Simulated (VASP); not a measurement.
Wanted: the native input for a VASP 6.6.1 run.

```yaml
Task: single point
Functional: PBE
Potentials_or_basis: VASP PAW PBE potentials, release 64 (Al, N)
Cutoff: 520 eV
k_mesh: 10 × 10 × 10
Occupations: fermi-dirac, width 0.02 eV
Spin: no spin polarisation
Dipole_correction: no
Further_INCAR_settings: ALGO = Normal; EDIFF = 1e-06; NBANDS = 11
```

The structure of AlN lies in POSCAR:

```
AlN
1.0
    0.0000000000      2.1848764128      2.1848764128
    2.2394983231      0.0000000000      2.1848764128
    2.2394983231      2.1848764128      0.0000000000
Al N
1 1
Direct
    0.0000000000      0.0000000000      0.0000000000
    0.2500000000      0.2500000000      0.2500000000
```

This cell differs from its parent crystal: uniaxial x strain +2.5%.

One way to write it, as run:

INCAR

```
PREC = Accurate
ENCUT = 520
EDIFF = 1E-6
ISMEAR = -1
SIGMA = 0.02
LREAL = F
LASPH = T
NELM = 80
ALGO = Normal
ISIF = 2
LWAVE = F
LCHARG = F
GGA = PE
NBANDS = 11
```

KPOINTS

```
regular mesh
0
Gamma
  10 10 10
```

Potentials or basis: VASP PAW PBE potentials, release 64 (Al, N).

The run is started by

```console
$ cat potpaw_PBE.64/Al/POTCAR potpaw_PBE.64/N/POTCAR > POTCAR
$ mpirun -np 1 vasp_std > vasp.out
```

It gave:

```yaml
Pressure: -0.7 GPa
Band_gap_on_the_k_mesh: 3.23 eV, indirect (least direct gap 3.93 eV)
```

Caveat: the cell differs from its parent crystal (uniaxial x strain +2.5%).

It took 14 s on 1 thread of Intel Xeon 6975P-C, with other jobs on the host, peak memory 0.15 GiB.
